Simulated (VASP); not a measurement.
# Y (P6_3/mmc) in VASP: notebook, part 2 of 2

VASP 6.6.1. Earlier steps stand in the parts before.

## (4) Single point, r2SCAN (33.12 Å³/atom)

This run uses another cell than the first one, of 33.12 Å³/atom.

Input file POSCAR:

```
Y
1.0
    3.6715784925      0.0000000000      0.0000000000
   -1.8357892463      3.1796802465      0.0000000000
    0.0000000000      0.0000000000      5.6742432622
Y
2
Direct
    0.3333333333      0.6666666667      0.7500000000
    0.6666666667      0.3333333333      0.2500000000
```

Input file INCAR.step1:

```
SYSTEM = Y
PREC = Accurate ; ENCUT = 520
ISMEAR = 0 ; SIGMA = 0.05
LREAL = .False. ; LASPH = .True.
NELM = 60 ; NBANDS = 18
GGA = PE ; ALGO = Normal
EDIFF = 1E-4 ; LWAVE = .True.
LCHARG = .False.
```

Input file INCAR.step2:

```
SYSTEM = Y
PREC = Accurate ; ENCUT = 520
EDIFF = 1E-7 ; ISMEAR = 0
SIGMA = 0.05 ; LREAL = .False.
LASPH = .True. ; NELM = 60
ALGO = Normal ; ISIF = 2
LWAVE = .False. ; LCHARG = .False.
METAGGA = R2SCAN ; LMIXTAU = .True.
NBANDS = 18 ; ISTART = 1
```

Input file KPOINTS:

```
regular mesh
0
Gamma
  14 14 8
  0 0 0
```

Potentials or basis: VASP PAW PBE potentials, release 64 (Y_sv).

Launch:

```console
$ cat potpaw_PBE.64/Y_sv/POTCAR > POTCAR
$ cp INCAR.step1 INCAR
$ mpirun -np 1 vasp_std > vasp.out
$ cp INCAR.step2 INCAR
$ mpirun -np 1 vasp_std > vasp.out
```

OUTCAR:

```text
SYSTEM = Y
   PREC = Accurate
   ENCUT = 520
   EDIFF = 1E-7
   ISMEAR = 0
   LREAL = .False.
   LASPH = .True.
   NELM = 60
   ISIF = 2
   METAGGA = R2SCAN
   ISTART = 1

 ion  position               nearest neighbor table
   1  0.333  0.667  0.750-   2 3.54   2 3.54   2 3.54   2 3.54   2 3.54   2 3.54
   2  0.667  0.333  0.250-   1 3.54   1 3.54   1 3.54   1 3.54   1 3.54   1 3.54

  LATTYP: Found a hexagonal cell.
 ALAT       =     3.6715784925
 C/A-ratio  =     1.5454506212

  Lattice vectors:
[... 193 lines left out ...]
      3     -20.8497      2.00000
      4     -20.3531      2.00000
      5     -20.3531      2.00000
      6     -20.2574      2.00000
[... 481 lines left out ...]
      5     -20.5593      2.00000
      6     -20.5072      2.00000
[... 10 lines left out ...]
     17       8.1705      0.00000
     18       8.4808      0.00000

 [... further k-points ...]
[... 5 lines left out ...]
  --------------------------------------------------------------------------------------
  -------------------------------------------------------------------------------------
  Total        0.1607756      0.1607756      0.1821744     -0.0000000     -0.0000000      0.0000000
  in kB        3.8885402      3.8885402      4.4060943     -0.0000000     -0.0000000      0.0000000
  external PRESSURE =       4.0610582 kB  Pullay stress =       0.0000000 kB

 VOLUME and BASIS-vectors are now :
 -----------------------------------------------------------------------------
  energy-cutoff  :      520.00
  volume of cell :       66.24
      direct lattice vectors                 reciprocal lattice vectors
     3.671578493  0.000000000  0.000000000     0.272362419  0.157248516  0.000000000
    -1.835789246  3.179680246  0.000000000     0.000000000  0.314497032  0.000000000
     0.000000000  0.000000000  5.674243262     0.000000000  0.000000000  0.176234954

 POSITION                                       TOTAL-FORCE (eV/Angst)
 -----------------------------------------------------------------------------------
     -0.00000      2.11979      4.25568         0.000000     -0.000000      0.000000
      1.83579      1.05989      1.41856        -0.000000      0.000000      0.000000
 -----------------------------------------------------------------------------------
    total drift:                                0.000000     -0.000000      0.000000

  FREE ENERGIE OF THE ION-ELECTRON SYSTEM (eV)
  ---------------------------------------------------
  free  energy   TOTEN  =       -40.5452370067 eV

  energy  without entropy=      -40.5420629366  energy(sigma->0) =      -40.54364997
```

It took 11 min on 1 thread of Intel Xeon Platinum 8259CL at 2.50GHz (Skylake/Cascade Lake), shared host; peak memory 0.28 GiB.

What came out:

- Free energy: -40.5452 eV
- Pressure: 0.4 GPa
- Band gap on the k mesh: zero (bands 11 and 12 overlap by 1.71 eV)

Caveat: the PAW data sets were made with another functional, which shifts forces and pressure a little.

## (5) Single point, r2SCAN (33.42 Å³/atom)

This run uses another cell than the first one, of 33.42 Å³/atom.

Input file POSCAR:

```
Y
1.0
    3.6825382852      0.0000000000      0.0000000000
   -1.8412691426      3.1891717054      0.0000000000
    0.0000000000      0.0000000000      5.6911810806
Y
2
Direct
    0.3333333333      0.6666666667      0.7500000000
    0.6666666667      0.3333333333      0.2500000000
```

Input file INCAR.step1:

```
SYSTEM = Y
  ALGO = Normal
  EDIFF = 1E-4
  ENCUT = 520
  GGA = PE
  ISMEAR = 0
  LASPH = .True.
  LCHARG = .False.
  LREAL = .False.
  LWAVE = .True.
  NBANDS = 18
  NELM = 80
  PREC = Accurate
  SIGMA = 0.05
```

Input file INCAR.step2:

```
SYSTEM = Y
  ALGO = Normal
  EDIFF = 1E-7
  ENCUT = 520
  ISIF = 2
  ISMEAR = 0
  ISTART = 1
  LASPH = .True.
  LCHARG = .True.
  LELF = .True.
  LMIXTAU = .True.
  LREAL = .False.
  LVHAR = .True.
  LWAVE = .False.
  METAGGA = R2SCAN
  NBANDS = 18
  NELM = 80
  PREC = Accurate
  SIGMA = 0.05
```

Input file KPOINTS:

```
k-points
0
Gamma
  14 14 8
  0 0 0
```

Launch:

```console
$ cat potpaw_PBE.64/Y_sv/POTCAR > POTCAR
$ cp INCAR.step1 INCAR
$ mpirun -np 1 vasp_std > vasp.out
$ cp INCAR.step2 INCAR
$ mpirun -np 1 vasp_std > vasp.out
```

It took 11 min on 1 thread of Intel Xeon Platinum 8259CL at 2.50GHz (Skylake/Cascade Lake), shared host; peak memory 0.28 GiB.

Results (log left out):

| Item | Value |
| --- | --- |
| Free energy | -40.5461 eV |
| Pressure | 0.0 GPa |
| Band gap on the k mesh | zero (bands 11 and 12 overlap by 1.70 eV) |

Stress tensor (GPa, compression positive):
```
0.00 0.00 0.00
0.00 0.00 0.00
0.00 0.00 0.09
```

Levels at points of the mesh, in eV from the Fermi level:
| k point | band 7 | band 8 | band 9 | band 10 | band 11 | band 12 | band 13 | band 14 | band 15 | band 16 |
| --- | --- | --- | --- | --- | --- | --- | --- | --- | --- | --- |
| (0.00, 0.00, 0.00) | -23.27 | -23.24 | -4.88 | -1.83 | 0.80 | 1.95 | 1.95 | 2.42 | 2.64 | 2.64 |
| (0.50, 0.00, 0.00) | -23.40 | -23.32 | -1.72 | -1.18 | -0.77 | -0.28 | 1.56 | 1.64 | 2.30 | 5.28 |
| (0.00, 0.00, 0.50) | -23.32 | -23.32 | -3.38 | -3.38 | 1.12 | 1.12 | 1.86 | 1.86 | 1.86 | 1.86 |
| (0.50, 0.00, 0.50) | -23.38 | -23.38 | -1.64 | -1.64 | 0.11 | 0.11 | 1.37 | 1.37 | 2.98 | 2.98 |

Caveat: the PAW data sets were made with another functional, which shifts forces and pressure a little.

## (6) The runs side by side

```csv
level,cell,k mesh,gap on the mesh (eV),pressure (GPa)
PBE,"a = 3.667, b = 3.667, c = 5.667 Å, angles 90.0, 90.0, 120.0°, 2 atoms",6 × 6 × 4,none,-0.1
r2SCAN,"a = 3.667, b = 3.667, c = 5.667 Å, angles 90.0, 90.0, 120.0°, 2 atoms",14 × 14 × 8,none,0.6
r2SCAN,"a = 3.672, b = 3.672, c = 5.674 Å, angles 90.0, 90.0, 120.0°, 2 atoms",14 × 14 × 8,none,0.4
r2SCAN,"a = 3.683, b = 3.683, c = 5.691 Å, angles 90.0, 90.0, 120.0°, 2 atoms",14 × 14 × 8,none,0.0
```

Alike in all rows: task single point; potentials or basis VASP PAW PBE potentials, release 64 (Y_sv); no spin polarisation; cutoff (eV) 520; smearing gaussian 0.05 eV.

Caveats: the PAW data sets were made with another functional, which shifts forces and pressure a little (at least some runs).

Total energies depend on the potentials used, so only differences within one code and one set of settings carry meaning.
